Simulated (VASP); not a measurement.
Here is a VASP 6.6.1 calculation.

Contents of POSCAR:

```
PtS2Cl6
1.0
    5.9855690000      0.8257740000      0.4910290000
    0.4060700000      6.6487830000     -0.0925160000
    0.3971030000     -0.2529850000      6.1646680000
Cl S Pt
6 2 1
Direct
    0.1719030000      0.4485180000      0.1395550000
    0.7779100000      0.2747010000      0.2752720000
    0.1172130000      0.8938270000      0.2222450000
    0.0764660000      0.2569680000      0.6815470000
    0.5873270000      0.9273110000      0.0536620000
    0.8339190000      0.6363850000      0.5160250000
    0.6084360000      0.3264750000      0.8659700000
    0.5287050000      0.0276050000      0.5353320000
    0.3157770000      0.6363490000      0.6008080000
```

INCAR.step1

```
SYSTEM = PtS2Cl6
PREC = Accurate
ENCUT = 520
ISMEAR = -1
SIGMA = 0.0156
LREAL = .False.
LASPH = .True.
NELM = 80
NBANDS = 42
GGA = PE
ALGO = Normal
EDIFF = 1E-4
LWAVE = .True.
LCHARG = .False.
```

File INCAR.step2:

```
SYSTEM = PtS2Cl6
PREC = Accurate
ENCUT = 520
EDIFF = 1E-6
ISMEAR = -1
SIGMA = 0.0156
LREAL = .False.
LASPH = .True.
NELM = 80
ALGO = Normal
ISIF = 2
LWAVE = .False.
LCHARG = .False.
METAGGA = R2SCAN
LMIXTAU = .True.
NBANDS = 42
ISTART = 1
```

File KPOINTS:

```
Automatic mesh
0
Gamma
  3 3 3
  0 0.5 0
```

Potentials or basis: VASP PAW PBE potentials, release 64 (Cl, S, Pt).

Run with:

```console
$ cat potpaw_PBE.64/Cl/POTCAR potpaw_PBE.64/S/POTCAR potpaw_PBE.64/Pt/POTCAR > POTCAR
$ cp INCAR.step1 INCAR
$ mpirun -np 1 vasp_std > vasp.out
$ cp INCAR.step2 INCAR
$ mpirun -np 1 vasp_std > vasp.out
```

Task: Estimate the band gap on the k mesh.

Result: Zero (bands 32 and 33 overlap by 0.02 eV).

Task: Predict the largest force.

Result: 1.448 eV/Å.

Task: Estimate the pressure.

Result: -7.3 GPa.

Stress tensor (GPa, compression positive):
```
-9.70  0.22  0.06
 0.22 -6.46  1.48
 0.06  1.48 -5.67
```

Caveat: the PAW data sets were made with another functional, which shifts forces and pressure a little; spin-orbit coupling is left out, which moves the levels of the heavy elements.
